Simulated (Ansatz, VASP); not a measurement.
# HfO2: VASP beside Ansatz

```
Hf O
1.0
     5.08032    0.00000    0.00000
     0.00000    5.16487    0.00000
     0.00000    0.00000    4.89088
Hf O
4 8
Direct
  0.22259 0.78180 0.27207
  0.72259 0.71820 0.72793
  0.77741 0.21820 0.27207
  0.27741 0.28180 0.72793
  0.18682 0.16365 0.10453
  0.68682 0.33635 0.89547
  0.81318 0.83635 0.10453
  0.31318 0.66365 0.89547
  0.00000 0.50000 0.48905
  0.50000 0.00000 0.51095
  0.00000 0.00000 0.57562
  0.50000 0.50000 0.42438
```

Alike in both runs: functional BLYP; k mesh 4 × 4 × 5; occupations fermi-dirac, width 0.05 eV; no spin polarisation.

|  | VASP | Ansatz |
| --- | --- | --- |
| version | VASP 6.6.1 | Ansatz 0.2.0 |
| potentials or method | VASP PAW PBE potentials, release 64 (Hf_pv, O) | Ansatz PAW |
| plane-wave cutoff (eV) | 520 | 420 |
| valence electrons in the cell | 88 | 152 |
| task | single point | band structure |

```csv
,VASP,Ansatz,Ansatz less VASP
gap on the k mesh at the Fermi level (eV),3.95,3.98,+0.032
least direct gap on the mesh (eV),3.95,3.98,+0.032
pressure (GPa),14.4,17.0,+2.65
"traceless stress, the component that is largest in VASP (GPa)",-0.56,-0.66,-0.106
rms of the force components (eV/Å),0.074,0.107,+0.0330
```

VASP's potentials were made for PBE, not for BLYP. Atom by atom the forces differ by 0.034 eV/Å (rms over components). The functional is the same, so the differences come from potentials, cutoffs and numerics. VASP's potentials hold 88 valence electrons a cell and Ansatz's 152, so a difference there can come from the potentials and not from the codes.

Spin-orbit coupling is off throughout. Noted on Ansatz's run: the k mesh misses the band edges, so the gap on the mesh is wider than the one along the path.
